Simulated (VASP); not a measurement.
## B15As16 (a cell with a defect): single point with PBE

B15As16 (a cell with a defect):

```
CELL_PARAMETERS angstrom
-4.80934 4.80934 -4.80934
4.80934 4.80934 4.80934
4.80934 -4.80934 -4.80934
ATOMIC_POSITIONS crystal
B 0.00095 0.00060 0.74940
B 0.00500 0.25219 0.49981
B 0.00095 0.50058 0.24931
B 0.99679 0.74707 0.99698
B 0.25263 0.00476 0.49990
B 0.24534 0.24493 0.24166
B 0.25441 0.50171 0.99848
B 0.24890 0.75633 0.74928
B 0.50089 0.00052 0.24938
B 0.50218 0.25404 0.99870
B 0.49970 0.74884 0.50170
B 0.74735 0.99632 0.99692
B 0.75658 0.24852 0.74930
B 0.74910 0.49942 0.50172
B 0.75281 0.75246 0.25704
As 0.99687 0.99653 0.99469
As 0.00502 0.24990 0.74927
As 0.00046 0.50109 0.50025
As 0.00135 0.75192 0.25030
As 0.25031 0.00472 0.74934
As 0.25744 0.25709 0.49629
As 0.25126 0.49995 0.24823
As 0.24954 0.75022 0.99834
As 0.50145 0.00007 0.50027
As 0.50037 0.25087 0.24825
As 0.51061 0.51007 0.00263
As 0.49125 0.74407 0.74927
As 0.75227 0.00098 0.25032
As 0.75062 0.24910 0.99839
As 0.74455 0.49098 0.74938
As 0.75152 0.75126 0.50413
```

```
Program             : VASP 6.6.1
Task                : single point
Functional          : PBE
Potentials or basis : VASP PAW PBE potentials, release 64 (B, As)
Cutoff              : 420 eV
k mesh              : 1 × 1 × 1
Occupations         : fermi-dirac, width 0.01 eV
Spin                : no spin polarisation
```

* Largest force: 0.433 eV/Å

Forces on the atoms (eV/Å):
```
B    0.002 -0.001  0.001
B    0.093  0.102  0.020
B    0.000 -0.007  0.005
B    0.080 -0.103 -0.017
B   -0.025  0.095 -0.088
B   -0.128 -0.010  0.136
B    0.026  0.092  0.071
B    0.133 -0.003  0.132
B   -0.002  0.003  0.003
B   -0.080  0.095 -0.018
B   -0.091 -0.103  0.022
B    0.024 -0.098 -0.082
B   -0.131  0.002 -0.134
B   -0.023 -0.100  0.087
B    0.136  0.010 -0.134
As  -0.102 -0.140  0.092
As  -0.094  0.127 -0.090
As  -0.083 -0.012  0.005
As  -0.085  0.029 -0.003
As   0.094  0.127  0.101
As   0.291 -0.076 -0.292
As   0.090  0.035  0.001
As  -0.002 -0.020 -0.086
As  -0.006 -0.016  0.088
As   0.003  0.023 -0.095
As  -0.295 -0.082  0.301
As  -0.297  0.087 -0.302
As  -0.008  0.021  0.089
As   0.086 -0.025 -0.002
As   0.297  0.087  0.294
As   0.093 -0.142 -0.103
```

Levels at points of the mesh, in eV from the Fermi level:
```tsv
k point	band 59	band 60	band 61	band 62	band 63	band 64	band 65	band 66	band 67	band 68
(0.00, 0.00, 0.00)	-1.62	-1.60	-1.60	-0.06	-0.06	0.05	0.63	0.76	0.79	0.79
```

Wall time 46 s on 1 thread of Intel(R) Xeon(R) 6975P-C (Granite Rapids), with other jobs on the host, peak memory 0.39 GiB.

Caveat: the k points lie up to 0.92 Å⁻¹ apart; the cell carries a net charge on a neutralising background, which shifts energy and pressure; the cell is charged against a uniform background, so pressure and absolute levels hang on convention.
